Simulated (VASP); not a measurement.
P2S:

```
CELL_PARAMETERS angstrom
4.39328 0.00000 0.00000
0.00000 4.39328 0.00000
0.00000 0.00000 6.37624
ATOMIC_POSITIONS crystal
P 0.00000 0.50000 0.30177
P 0.00000 0.50000 0.80177
P 0.50000 0.00000 0.69823
P 0.50000 0.00000 0.19823
S 0.00000 0.00000 0.00000
S 0.50000 0.50000 0.50000
```

The cell was built from a structure type or drawn by symmetry, and may not be a known phase.

* Program: VASP 6.6.1
* Task: relaxation of cell and atoms
* Functional: PBE
* Potentials or basis: VASP PAW PBE potentials, release 64 (P, S)
* Cutoff: 600 eV
* k mesh: 4 × 4 × 4
* Occupations: gaussian, width 0.1 eV
* Spin: no spin polarisation

At the start: pressure -7.8 GPa; volume 20.51 Å³/atom.

Question: Where does the relaxation end?

Answer: Over 36 steps the energy falls by 569.1 meV/atom and the volume is 17.05 Å³/atom (-16.9 %); space group P4_2/nmc (No. 137, to 0.1 Å) before and after.

Step by step:
| step | energy change (eV) | largest force (eV/Å) | pressure (GPa) | volume (Å³) |
| --- | --- | --- | --- | --- |
| 1 | 0.0000 | 0.4523 | -7.78 | 123.07 |
| 2 | -0.5239 | 0.3303 | -0.35 | 106.16 |
| 3 | -0.5263 | 0.3166 | 0.32 | 105.10 |
| 4 | -0.5475 | 0.2958 | 0.38 | 105.31 |
| 5 | -0.6029 | 0.1962 | 0.47 | 105.94 |
| 6 | -0.6597 | 0.0076 | 0.99 | 107.19 |
| 7 | -0.6609 | 0.1155 | 1.36 | 107.72 |
| 8 | -0.6667 | 0.1423 | -0.64 | 111.83 |
| 9 | -0.6701 | 0.1331 | 0.10 | 110.23 |
| 10 | -0.6868 | 0.1800 | -0.13 | 110.62 |
| 11 | -0.7949 | 0.3044 | -0.66 | 111.72 |
| 12 | -1.1709 | 0.3298 | -2.17 | 113.68 |
| 13 | -2.0931 | 0.1645 | -5.17 | 116.73 |
| 14 | -2.7458 | 0.3863 | -9.49 | 119.51 |
| 15 | -2.6977 | 0.3191 | -8.90 | 119.03 |
| 16 | -2.7352 | 0.3593 | -9.15 | 119.20 |
| 17 | -2.7359 | 0.3600 | -9.16 | 119.22 |
| 18 | -2.7376 | 0.3617 | -9.19 | 119.26 |
| 19 | -2.7405 | 0.3641 | -9.24 | 119.34 |
| 20 | -2.7440 | 0.3652 | -9.34 | 119.49 |
| 21 | -2.7478 | 0.3645 | -9.32 | 119.43 |
| 22 | -2.7589 | 0.3627 | -9.26 | 119.26 |
| 23 | -2.7809 | 0.3591 | -9.14 | 118.90 |
| 24 | -2.8241 | 0.3516 | -8.90 | 118.20 |
| 25 | -2.9064 | 0.3366 | -8.39 | 116.80 |
| 26 | -3.0545 | 0.3053 | -7.28 | 114.04 |
| 27 | -3.2777 | 0.2400 | -4.60 | 108.64 |
| 28 | -3.3699 | 0.1181 | 2.86 | 98.32 |
| 29 | -3.3980 | 0.1580 | -0.04 | 101.75 |
| 30 | -3.3981 | 0.1541 | 0.23 | 101.42 |
| 31 | -3.3992 | 0.1504 | 0.22 | 101.45 |
| 32 | -3.4022 | 0.1400 | 0.18 | 101.56 |
| 33 | -3.4071 | 0.1179 | 0.10 | 101.78 |
| 34 | -3.4126 | 0.0663 | -0.04 | 102.21 |
| 35 | -3.4132 | 0.0376 | -0.11 | 102.41 |
| 36 | -3.4146 | 0.0074 | 0.01 | 102.27 |

Final structure:
```
P S
1.0
     3.44146    0.00000    0.00000
     0.00000    3.44146    0.00000
     0.00000    0.00000    8.63536
P S
4 2
Direct
  0.00000 0.50000 0.29733
  0.00000 0.50000 0.79733
  0.50000 0.00000 0.70267
  0.50000 0.00000 0.20267
  0.00000 0.00000 0.00000
  0.50000 0.50000 0.50000
```

Caveat: the volume moved by over 15 % at a fixed basis, so the end points are rough.
